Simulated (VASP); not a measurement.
# AlGaN2 (P-4m2) in VASP: further runs

The runs below take AlGaN2 through single point, with r2SCAN.

Everything below comes from runs of VASP 6.6.1. Logs are shortened: lines on timing, memory, paths and dates and some standing lists are left out, and cuts for length are marked.

### 1 The cell of the first run

Symmetry: P-4m2, No. 115, tetragonal system. Conventional cell: a = 3.078 Å, b = 3.078 Å, c = 4.424 Å, α = 90.00°, β = 90.00°, γ = 90.00°. Al (site symmetry -4m2) has 4 N at 1.87 Å within 2.5 Å. Within 2.6 Å of Ga (site symmetry -4m2) lie 4 N at 1.93 Å. Within 2.5 Å of N (site symmetry 2mm) lie 2 Al at 1.87 Å and 2 Ga at 1.93 Å.

### 2 Single point, r2SCAN (strain -0.0200 x Voigt [1, 1, 0, 0, 0, 0])

Contents of POSCAR:

```
AlGaN2
1.0
    3.0780595077      0.0000000000      0.0000000000
    0.0000000000      3.0780595077      0.0000000000
    0.0000000000      0.0000000000      4.4238379400
Al Ga N
1 1 2
Direct
    0.5000000000      0.5000000000      0.5000000000
    0.0000000000      0.0000000000      0.0000000000
    0.5000000000      0.0000000000      0.7382648100
    0.0000000000      0.5000000000      0.2617351900
```

Contents of INCAR.step1:

```
SYSTEM = AlGaN2
PREC = Accurate
ENCUT = 520
ISMEAR = 0
SIGMA = 0.05
LREAL = .False.
LASPH = .True.
NELM = 60
NBANDS = 21
GGA = PE
ALGO = Normal
EDIFF = 1E-4
LWAVE = .True.
LCHARG = .False.
```

Contents of INCAR.step2:

```
SYSTEM = AlGaN2
PREC = Accurate
ENCUT = 520
EDIFF = 1E-6
ISMEAR = 0
SIGMA = 0.05
LREAL = .False.
LASPH = .True.
NELM = 60
ALGO = Normal
ISIF = 2
LWAVE = .False.
LCHARG = .False.
METAGGA = R2SCAN
LMIXTAU = .True.
NBANDS = 21
ISTART = 1
```

Contents of KPOINTS:

```
Automatic mesh
0
Gamma
  8 8 6
  0 0 0
```

Potentials or basis: VASP PAW PBE potentials, release 64 (Al, Ga_d, N).

On the command line:

```bash
cat potpaw_PBE.64/Al/POTCAR potpaw_PBE.64/Ga_d/POTCAR potpaw_PBE.64/N/POTCAR > POTCAR
cp INCAR.step1 INCAR
mpirun -np 1 vasp_std > vasp.out
cp INCAR.step2 INCAR
mpirun -np 1 vasp_std > vasp.out
```

OUTCAR:

```text
SYSTEM = AlGaN2
   PREC = Accurate
   ENCUT = 520
   EDIFF = 1E-6
   ISMEAR = 0
   LREAL = .False.
   LASPH = .True.
   NELM = 60
   ISIF = 2
   METAGGA = R2SCAN
   ISTART = 1

 ion  position               nearest neighbor table
   1  0.500  0.500  0.500-   3 1.87   4 1.87   3 1.87   4 1.87   2 3.10   2 3.10   2 3.10   2 3.10
                             2 3.10   2 3.10   2 3.10   2 3.10
   2  0.000  0.000  0.000-   3 1.93   4 1.93   4 1.93   3 1.93   1 3.10   1 3.10   1 3.10   1 3.10
                             1 3.10   1 3.10   1 3.10   1 3.10
   3  0.500  0.000  0.738-   1 1.87   1 1.87   2 1.93   2 1.93
   4  0.000  0.500  0.262-   1 1.87   1 1.87   2 1.93   2 1.93

  LATTYP: Found a simple tetragonal cell.
 ALAT       =     3.0780595077
 C/A-ratio  =     1.4372165090

  Lattice vectors:

 A1 = (   3.0780595077,   0.0000000000,   0.0000000000)
 A2 = (   0.0000000000,   3.0780595077,   0.0000000000)
 A3 = (   0.0000000000,   0.0000000000,   4.4238379400)

Analysis of symmetry for initial positions (statically):
=====================================================================
 Subroutine PRICEL returns:
 Original cell was already a primitive cell.

 Routine SETGRP: Setting up the symmetry group for a
 simple tetragonal supercell.

 Subroutine GETGRP returns: Found  8 space group operations
 (whereof  8 operations were pure point group operations)
 out of a pool of 16 trial point group operations.

The static configuration has the point symmetry D_2d.

Analysis of symmetry for dynamics (positions and initial velocities):
=====================================================================
 Subroutine PRICEL returns:
 Original cell was already a primitive cell.

 Routine SETGRP: Setting up the symmetry group for a
 simple tetragonal supercell.

 Subroutine GETGRP returns: Found  8 space group operations
 (whereof  8 operations were pure point group operations)
 out of a pool of 16 trial point group operations.

The dynamic configuration has the point symmetry D_2d.

 Subroutine INISYM returns: Found  8 space group operations
 (whereof  8 operations are pure point group operations),
 and found     1 'primitive' translations

----------------------------------------------------------------------------------------

                                     Primitive cell

  volume of cell :      41.9134

  direct lattice vectors                    reciprocal lattice vectors
     3.078059508  0.000000000  0.000000000     0.324880009  0.000000000  0.000000000
     0.000000000  3.078059508  0.000000000     0.000000000  0.324880009  0.000000000
     0.000000000  0.000000000  4.423837940     0.000000000  0.000000000  0.226048064

  length of vectors
     3.078059508  3.078059508  4.423837940     0.324880009  0.324880009  0.226048064

  position of ions in fractional coordinates (direct lattice)
     0.500000000  0.500000000  0.500000000
     0.000000000  0.000000000  0.000000000
     0.500000000  0.000000000  0.738264810
     0.000000000  0.500000000  0.261735190

  ion indices of the primitive-cell ions
   primitive index   ion index
                 1           1
                 2           2
                 3           3
                 4           4

----------------------------------------------------------------------------------------

 KPOINTS: Automatic mesh

Automatic generation of k-mesh.
 Grid dimensions read from file:
 generate k-points for:    8    8    6

 Generating k-lattice:

  Cartesian coordinates                     Fractional coordinates (reciprocal lattice)
     0.040610001  0.000000000  0.000000000     0.125000000  0.000000000  0.000000000
     0.000000000  0.040610001  0.000000000     0.000000000  0.125000000  0.000000000
     0.000000000  0.000000000  0.037674677     0.000000000  0.000000000  0.166666667

  Length of vectors
     0.040610001  0.040610001  0.037674677

  Shift w.r.t. Gamma in fractional coordinates (k-lattice)
     0.000000000  0.000000000  0.000000000

 Subroutine IBZKPT returns following result:
 ===========================================

 Found     60 irreducible k-points:

 Following reciprocal coordinates:
            Coordinates               Weight
  0.000000  0.000000  0.000000      1.000000
  0.125000  0.000000  0.000000      4.000000
  0.250000  0.000000  0.000000      4.000000
  0.375000  0.000000  0.000000      4.000000
  0.500000  0.000000  0.000000      2.000000
  0.125000  0.125000  0.000000      4.000000
[... 16 lines left out ...]
  0.375000  0.125000  0.166667     16.000000
  0.500000  0.125000  0.166667      8.000000
 [... further k-points ...]
   k-points           NKPTS =     60   k-points in BZ     NKDIM =     60   number of bands    NBANDS=     21
   number of dos      NEDOS =    301   number of ions     NIONS =      4
   total plane-waves  NPLWV =  20736
   dimension x,y,z NGX =    24 NGY =   24 NGZ =   36
   dimension x,y,z NGXF=    48 NGYF=   48 NGZF=   72
   ions per type =               1   1   2
   NGX,Y,Z   is equivalent  to a cutoff of  12.96, 12.96, 13.53 a.u.
   NGXF,Y,Z  is equivalent  to a cutoff of  25.92, 25.92, 27.06 a.u.
 SYSTEM =  AlGaN2
   PREC   = accura    normal or accurate (medium, high low for compatibility)
   ISTART =      1    job   : 0-new  1-cont  2-samecut
   ICHARG =      0    charge: 1-file 2-atom 10-const
   ISPIN  =      1    spin polarized calculation?
   LNONCOLLINEAR =      F non collinear calculations
   LSORBIT =      F    spin-orbit coupling
   LASPH  =      T    aspherical Exc in radial PAW
   ENCUT  =  520.0 eV  38.22 Ry    6.18 a.u.   5.72  5.72  8.23*2*pi/ulx,y,z
   NELM   =     60;   NELMIN=  2; NELMDL=  0     # of ELM steps
   EDIFF  = 0.1E-05   stopping-criterion for ELM
   LREAL  =      F    real-space projection
   EDIFFG = 0.1E-04   stopping-criterion for IOM
   NSW    =      0    number of steps for IOM
   IBRION =     -1    ionic relax: 0-MD 1-quasi-New 2-CG
   NFREE  =      0    steps in history (QN), initial steepest desc. (CG)
   ISIF   =      2    stress and relaxation
   ISYM   =      2    0-nonsym 1-usesym 2-fastsym
   POTIM  = 0.5000    time-step for ionic-motion
   TEBEG  =    0.0;   TEEND  =   0.0 temperature during run
   PSTRESS=    0.0 pullay stress
   NELECT =      26.0000    total number of electrons
   NUPDOWN=      -1.0000    fix difference up-down
   EMIN   =  10.00;   EMAX   =-10.00  energy-range for DOS
   EFERMI =   0.00;   METHOD = LEGACY
   ISMEAR =     0;   SIGMA  =   0.05  broadening in eV -4-tet -1-fermi 0-gaus
   EFERMI_NEDOS =   21; number of points for ismear=-14 and -15
   IALGO  =     38    algorithm
   IMIX   =      4    mixing-type and parameters
     AMIX     =   0.40;   BMIX     =  1.00
     AMIX_MAG =   1.60;   BMIX_MAG =  1.00
  volume/ion in A,a.u.               =      10.48        70.71
  Fermi-wavevector in a.u.,A,eV,Ry     =   1.396202  2.638439 26.522919  1.949380
  Thomas-Fermi vector in A             =   2.519579
   LORBIT       =      0    0 simple, 1 ext, 2 COOP (PROOUT), +10 PAW based schemes
   METAGGA = R2SCAN    functional components
   LHFCALC =     F    Hartree Fock is set to
   AEXX    =    0.0000 exact exchange contribution
   IVDW    =     0    specifies the selected vdW correction
   LEPSILON=     F    determine dielectric tensor
   LRPA    =     F    only Hartree local field effects (RPA)
 non-spin polarized calculation
 Gauss-broadening in eV      SIGMA  =   0.05
  energy-cutoff  :      520.00
  volume of cell :       41.91
 maximum number of plane-waves:      1148
 NGX is ok and might be reduce to    24
   NGX = 11   NGY = 11   NGZ = 17

 number of electron      26.0000006 magnetization

 Free energy of the ion-electron system (eV)
  ---------------------------------------------------
  ext. energy  EPLUGINS =         0.00000000
  ---------------------------------------------------
  free energy    TOTEN  =       -41.02175898 eV

  energy without entropy =      -41.02175898  energy(sigma->0) =      -41.02175898

 E-fermi :   6.0817     XC(G=0): -12.2818

 val. band max:        5.8277269696   @ k =   0.0000   0.0000   0.0000
 cond. band min:       9.4703474020   @ k =   0.0000   0.0000   0.0000
 fundamental gap:      3.6426204324
 Fermi energy:         6.0817467057

 k-point     1 :       0.0000    0.0000    0.0000
  band No.  band energies     occupation
      1     -10.7870      2.00000
      2      -9.0426      2.00000
      3      -7.5190      2.00000
      4      -7.5190      2.00000
      5      -7.4471      2.00000
      6      -7.2734      2.00000
[... 13 lines left out ...]
     20      19.8074      0.00000
     21      22.4478      0.00000

 k-point     2 :       0.1250    0.0000    0.0000
  band No.  band energies     occupation
      1     -10.6438      2.00000
      2      -9.0438      2.00000
      3      -7.5337      2.00000
      4      -7.5157      2.00000
      5      -7.4195      2.00000
      6      -7.2866      2.00000
[... 13 lines left out ...]
     20      19.6017      0.00000
     21      21.9012      0.00000

 k-point     3 :       0.2500    0.0000    0.0000
  band No.  band energies     occupation
      1     -10.2565      2.00000
      2      -9.0643      2.00000
      3      -7.5276      2.00000
      4      -7.5078      2.00000
      5      -7.3381      2.00000
      6      -7.3183      2.00000
[... 13 lines left out ...]
     20      19.0315      0.00000
     21      20.6887      0.00000
[... 457 lines left out ...]
 k-point    23 :       0.3750    0.1250    0.1667
  band No.  band energies     occupation
      1      -9.6284      2.00000
      2      -9.1297      2.00000
      3      -7.5106      2.00000
      4      -7.4223      2.00000
      5      -7.3742      2.00000
      6      -7.0929      2.00000
[... 13 lines left out ...]
     20      19.1023      0.00000
     21      19.5512      0.00000

 k-point    24 :       0.5000    0.1250    0.1667
  band No.  band energies     occupation
      1      -9.3725      2.00000
      2      -9.2202      2.00000
      3      -7.5023      2.00000
      4      -7.4008      2.00000
      5      -7.3892      2.00000
      6      -6.8263      2.00000
[... 13 lines left out ...]
     20      19.1714      0.00000
     21      19.3280      0.00000

 [... further k-points ...]

------------------------ aborting loop because EDIFF is reached ----------------------------------------

  FORCE on cell =-STRESS in cart. coord.  units (eV):
  Direction    XX          YY          ZZ          XY          YZ          ZX
  --------------------------------------------------------------------------------------
  -------------------------------------------------------------------------------------
  Total        2.6051097      2.6051097      1.8279115      0.0000000      0.0000000      0.0000000
  in kB       99.5825790     99.5825790     69.8735021      0.0000000      0.0000000      0.0000000
  external PRESSURE =      89.6795534 kB  Pullay stress =       0.0000000 kB

 VOLUME and BASIS-vectors are now :
 -----------------------------------------------------------------------------
  energy-cutoff  :      520.00
  volume of cell :       41.91
      direct lattice vectors                 reciprocal lattice vectors
     3.078059508  0.000000000  0.000000000     0.324880009  0.000000000  0.000000000
     0.000000000  3.078059508  0.000000000     0.000000000  0.324880009  0.000000000
     0.000000000  0.000000000  4.423837940     0.000000000  0.000000000  0.226048064

 POSITION                                       TOTAL-FORCE (eV/Angst)
 -----------------------------------------------------------------------------------
      1.53903      1.53903      2.21192         0.000000     -0.000000      0.000000
      0.00000      0.00000      0.00000         0.000000      0.000000      0.000000
      1.53903      0.00000      3.26596        -0.000000      0.000000      0.036033
      0.00000      1.53903      1.15787        -0.000000      0.000000     -0.036033
 -----------------------------------------------------------------------------------
    total drift:                                0.000000      0.000000      0.000000

  FREE ENERGIE OF THE ION-ELECTRON SYSTEM (eV)
  ---------------------------------------------------
  free  energy   TOTEN  =       -41.0217589848 eV

  energy  without entropy=      -41.0217589848  energy(sigma->0) =      -41.02175898
```

Wall time 2.7 min (1 thread of Intel Xeon 8259CL, shared host); peak memory 0.2 GiB.

Results:

- Free energy: -41.0218 eV
- Pressure: 9.0 GPa
- Largest force: 0.036 eV/Å
- Band gap on the k mesh: 3.64 eV

Forces in eV/Å, atoms in the order of the input:
```
Al   0.000  0.000  0.000
Ga   0.000  0.000  0.000
N    0.000  0.000  0.036
N    0.000  0.000 -0.036
```

Stress tensor (GPa, compression positive):
```
9.96 0.00 0.00
0.00 9.96 0.00
0.00 0.00 6.99
```

Levels at points of the mesh, in eV from the valence-band top:
| k point | band 10 | band 11 | band 12 | band 13 | band 14 | band 15 | band 16 | band 17 |
| --- | --- | --- | --- | --- | --- | --- | --- | --- |
| (0.00, 0.00, 0.00) | -2.41 | -0.34 | 0.00 | 0.00 | 3.64 | 4.19 | 8.81 | 12.36 |
| (0.50, 0.00, 0.00) | -3.20 | -3.12 | -1.04 | -0.63 | 7.97 | 8.12 | 9.07 | 9.57 |
| (0.50, 0.50, 0.00) | -2.53 | -2.49 | -2.49 | -2.49 | 3.79 | 3.79 | 7.07 | 9.66 |
| (0.00, 0.00, 0.50) | -1.66 | -1.66 | -0.98 | -0.98 | 5.97 | 6.11 | 9.01 | 10.49 |
| (0.50, 0.00, 0.50) | -1.05 | -1.02 | -0.76 | -0.51 | 6.09 | 7.56 | 10.25 | 10.54 |
| (0.50, 0.50, 0.50) | -4.24 | -3.49 | -3.40 | -3.40 | 6.73 | 6.73 | 9.96 | 11.87 |

Caveat: the cell differs from its parent crystal (strain -0.0200 x Voigt [1, 1, 0, 0, 0, 0]); the cell stands under pressure; the PAW data sets were made with another functional, which shifts forces and pressure a little.

### 3 Single point, r2SCAN (strain -0.0150 x Voigt [1, 1, 0, 0, 0, 0])

Changes to POSCAR since step 2:

```diff
@@ -2,4 +2,4 @@
 1.0
-    3.0780595077      0.0000000000      0.0000000000
-    0.0000000000      3.0780595077      0.0000000000
+    3.0937638930      0.0000000000      0.0000000000
+    0.0000000000      3.0937638930      0.0000000000
     0.0000000000      0.0000000000      4.4238379400
```

Contents of INCAR.step1:

```
  ALGO = Normal
  EDIFF = 1E-4
  ENCUT = 520
  GGA = PE
  ISMEAR = 0
  LASPH = True
  LCHARG = False
  LREAL = False
  LWAVE = True
  NBANDS = 21
  NELM = 100
  PREC = Accurate
  SIGMA = 0.05
```

Contents of INCAR.step2:

```
  ALGO = Normal
  EDIFF = 1E-6
  ENCUT = 520
  ISIF = 2
  ISMEAR = 0
  ISTART = 1
  LASPH = True
  LCHARG = False
  LMIXTAU = True
  LREAL = False
  LWAVE = False
  METAGGA = R2SCAN
  NBANDS = 21
  NELM = 100
  PREC = Accurate
  SIGMA = 0.05
```

Contents of KPOINTS:

```
k-points
0
Gamma
  8 8 6
```

Potentials or basis: VASP PAW PBE potentials, release 64 (Al, Ga_d, N).

On the command line:

```bash
cat potpaw_PBE.64/Al/POTCAR potpaw_PBE.64/Ga_d/POTCAR potpaw_PBE.64/N/POTCAR > POTCAR
cp INCAR.step1 INCAR
mpirun -np 1 vasp_std > vasp.out
cp INCAR.step2 INCAR
mpirun -np 1 vasp_std > vasp.out
```

OUTCAR:

```text
EDIFF = 1E-6
   ENCUT = 520
   ISIF = 2
   ISMEAR = 0
   ISTART = 1
   LASPH = True
   LREAL = False
   METAGGA = R2SCAN
   NELM = 100
   PREC = Accurate

 ion  position               nearest neighbor table
   1  0.500  0.500  0.500-   3 1.87   4 1.87   3 1.87   4 1.87   2 3.11   2 3.11   2 3.11   2 3.11
                             2 3.11   2 3.11   2 3.11   2 3.11
   2  0.000  0.000  0.000-   3 1.93   4 1.93   4 1.93   3 1.93   1 3.11   1 3.11   1 3.11   1 3.11
                             1 3.11   1 3.11   1 3.11   1 3.11
[... 781 lines left out ...]
  --------------------------------------------------------------------------------------
  -------------------------------------------------------------------------------------
  Total        1.9352531      1.9352531      1.3536283      0.0000000      0.0000000      0.0000000
  in kB       73.2276005     73.2276005     51.2196337      0.0000000      0.0000000      0.0000000
  external PRESSURE =      65.8916115 kB  Pullay stress =       0.0000000 kB

 VOLUME and BASIS-vectors are now :
 -----------------------------------------------------------------------------
  energy-cutoff  :      520.00
  volume of cell :       42.34
      direct lattice vectors                 reciprocal lattice vectors
     3.093763893  0.000000000  0.000000000     0.323230872  0.000000000  0.000000000
     0.000000000  3.093763893  0.000000000     0.000000000  0.323230872  0.000000000
     0.000000000  0.000000000  4.423837940     0.000000000  0.000000000  0.226048064

 POSITION                                       TOTAL-FORCE (eV/Angst)
 -----------------------------------------------------------------------------------
      1.54688      1.54688      2.21192         0.000000     -0.000000      0.000000
      0.00000      0.00000      0.00000         0.000000      0.000000      0.000000
      1.54688      0.00000      3.26596         0.000000     -0.000000      0.027420
      0.00000      1.54688      1.15787         0.000000     -0.000000     -0.027420
 -----------------------------------------------------------------------------------
    total drift:                                0.000000      0.000000     -0.000000

  FREE ENERGIE OF THE ION-ELECTRON SYSTEM (eV)
  ---------------------------------------------------
  free  energy   TOTEN  =       -41.0453022961 eV

  energy  without entropy=      -41.0453022961  energy(sigma->0) =      -41.04530230
```

OUTCAR.step1:

```text
EDIFF = 1E-4
   ENCUT = 520
   GGA = PE
   ISMEAR = 0
[... 808 lines left out ...]
      1.54688      1.54688      2.21192        -0.000000      0.000000     -0.000000
      0.00000      0.00000      0.00000        -0.000000     -0.000000     -0.000000
      1.54688      0.00000      3.26596         0.000000     -0.000000      0.006174
      0.00000      1.54688      1.15787        -0.000000     -0.000000     -0.006174
 -----------------------------------------------------------------------------------
    total drift:                                0.000000      0.000000      0.000000

  FREE ENERGIE OF THE ION-ELECTRON SYSTEM (eV)
  ---------------------------------------------------
  free  energy   TOTEN  =       -26.9043243736 eV

  energy  without entropy=      -26.9043243736  energy(sigma->0) =      -26.90432437
```

Wall time 2.9 min (1 thread of Intel Xeon 8259CL, shared host); peak memory 0.2 GiB.

What came out:

```yaml
Free_energy: -41.0453 eV
Pressure: 6.6 GPa
Largest_force: 0.027 eV/Å
Band_gap_on_the_k_mesh: 3.57 eV
```

Forces on the atoms (eV/Å):
```
Al   0.000  0.000  0.000
Ga   0.000  0.000  0.000
N    0.000  0.000  0.027
N    0.000  0.000 -0.027
```

Stress tensor (GPa, compression positive):
```
7.32 0.00 0.00
0.00 7.32 0.00
0.00 0.00 5.12
```

Caveat: the cell differs from its parent crystal (strain -0.0150 x Voigt [1, 1, 0, 0, 0, 0]); the cell stands under pressure; the PAW data sets were made with another functional, which shifts forces and pressure a little. A k mesh can miss the band edges.

[end of part 1 of 2]
